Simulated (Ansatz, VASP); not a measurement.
# TiC: VASP beside Ansatz

The input INCAR:

```
SYSTEM = TiC
PREC = Accurate
ENCUT = 600
EDIFF = 1E-7
ISMEAR = 0
SIGMA = 0.1
LREAL = .FALSE.
LASPH = .TRUE.
NELM = 80
ALGO = Normal
ISIF = 3
LWAVE = .FALSE.
LCHARG = .FALSE.
GGA = PE
IBRION = 2
NSW = 90
EDIFFG = -0.04
```

The input KPOINTS:

```
regular mesh
0
G
  6 6 6
  0 0 0
```

File POSCAR:

```
TiC
1.0
    3.0293392400      0.0000000000      0.0000000000
    0.0000000000      3.0293392400      0.0000000000
    0.0000000000      0.0000000000      3.0293392400
Ti C
1 1
Direct
    0.0000000000      0.0000000000      0.0000000000
    0.5000000000      0.5000000000      0.5000000000
```

Input for Ansatz:

```yaml
crystal:
  lattice:
    - [3.02933924, 0.0, 0.0]
    - [0.0, 3.02933924, 0.0]
    - [0.0, 0.0, 3.02933924]
  atoms:
    - { symbol: Ti, position: [0.0, 0.0, 0.0] }
    - { symbol: C, position: [0.5, 0.5, 0.5] }
basis:
  ecutwfc: 420
kpoints:
  mp_grid: { grid: [6, 6, 6] }
hamiltonian:
  xc: pbe
scf:
  occupations: { method: gaussian, width: 0.1 }
  lower_state_search: "off"
output:
  forces: true
  stress: true
  eigenvalues: true
relax:
  adjacent_minimum: "off"
  f_tol: 0.04
  max_steps: 70
  cell: { stress_tol: 0.4 }
```

Alike in both runs: task relaxation of cell and atoms; functional PBE; k mesh 6 × 6 × 6; occupations gaussian, width 0.1 eV; no spin polarisation.

|  | VASP | Ansatz |
| --- | --- | --- |
| version | VASP 6.6.1 | Ansatz 0.2.0 |
| potentials or method | VASP PAW PBE potentials, release 64 (Ti_sv, C), cutoff 600 eV | scalar-relativistic, plane waves, PAW |
| valence electrons in the cell | 16 | 16 |

Ansatz gave:

| Quantity | Value |
| --- | --- |
| gap on the k mesh at the Fermi level, each at its own relaxed structure (eV) | none |
| relaxed volume (Å³/atom) | 9.92 |
| relaxed cell length with the largest relative difference (Å) | 2.708 |

Task: Estimate VASP's values.

Result: gap on the k mesh at the Fermi level, each at its own relaxed structure (eV): none; relaxed volume (Å³/atom): 9.89; relaxed cell length with the largest relative difference (Å): 2.705.

A gap of «none» marks a metal or a gap that the smearing closes.

Noted on VASP's run: the volume moved by over 15 % at a fixed basis, so the end points are rough.
